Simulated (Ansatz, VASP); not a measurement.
# Al3GaN4 in VASP and in Ansatz

```
Al Ga N
1.0
     4.15951    0.00000    0.00000
     0.00000    4.15951    0.00000
     0.00000    0.00000    4.41948
Al Ga N
3 1 4
Direct
  0.50000 0.50000 0.00000
  0.50000 0.00000 0.50000
  0.00000 0.50000 0.50000
  0.00000 0.00000 0.00000
  0.74471 0.74471 0.25529
  0.74471 0.25529 0.74471
  0.25529 0.74471 0.74471
  0.25529 0.25529 0.25529
```

Alike in both runs: task single point; functional PBEsol; k mesh 6 × 6 × 6; occupations gaussian, width 0.05 eV; no spin polarisation.

```csv
,VASP,Ansatz
version,VASP 6.6.1,Ansatz 0.2.0
potentials or method,"VASP PAW PBE potentials, release 64 (Al, Ga_d, N), cutoff 520 eV","scalar-relativistic, plane waves, PAW"
valence electrons in the cell,42,42
```

VASP gave:

| Property | Result |
| --- | --- |
| gap on the k mesh at the Fermi level (eV) | 3.15 |
| least direct gap on the mesh (eV) | 3.19 |
| pressure (GPa) | 27.6 |
| traceless stress, the component that is largest in VASP (GPa) | -5.70 |
| rms of the force components (eV/Å) | 0.034 |

Problem. Estimate Ansatz's values.

Solution. gap on the k mesh at the Fermi level (eV): 3.16; least direct gap on the mesh (eV): 3.20; pressure (GPa): 27.5; traceless stress, the component that is largest in VASP (GPa): -5.69; rms of the force components (eV/Å): 0.037.

VASP's potentials were made for PBE, not for PBEsol. Atom by atom the forces differ by 0.010 eV/Å (rms over components). The functional is the same, so the differences come from potentials, cutoffs and numerics.
